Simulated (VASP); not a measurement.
## AgBr3: single point with PBE

AgBr3:

```xyz
4
Lattice="3.6622 2.1144 3.1751 -3.6622 2.1144 3.1751 0.0000 -4.2288 3.1751" Properties=species:S:1:pos:R:3 pbc="T T T"
Ag    0.0000    0.0000    4.7626
Br    0.0000    2.1144    3.1751
Br   -1.8311   -1.0572    3.1751
Br    1.8311   -1.0572    3.1751
```

```json
{
  "Program": "VASP 6.6.1",
  "Task": "single point",
  "Functional": "PBE",
  "Potentials or basis": "VASP PAW PBE potentials, release 64 (Ag, Br)",
  "Cutoff": "520 eV",
  "k mesh": "6 × 6 × 6",
  "Occupations": "gaussian, width 0.1 eV",
  "Spin": "no spin polarisation"
}
```

```yaml
Pressure: 0.2 GPa
Band_gap_on_the_k_mesh: zero (band 16 reaches 0.09 eV, above the bottom of band 17 at -1.51 eV)
```

Stress tensor (GPa, compression positive):
```
0.26 0.00 0.00
0.00 0.26 0.00
0.00 0.00 0.13
```

Levels at points of the mesh, in eV from the Fermi level:
```tsv
k point	band 14	band 15	band 16	band 17	band 18	band 19
(0.00, 0.00, 0.00)	-0.56	-0.45	-0.31	-0.31	2.59	5.91
(0.50, 0.00, 0.00)	-0.63	-0.58	-0.58	-0.35	5.63	7.64
(0.50, 0.50, 0.00)	-0.59	-0.53	0.14	1.24	7.58	7.64
(0.50, 0.50, 0.50)	0.14	0.15	1.25	1.25	6.62	6.62
```

Run time: 54 s on 1 thread of Intel(R) Xeon(R) 6975P-C (Granite Rapids), on a shared host, peak memory 0.29 GiB.
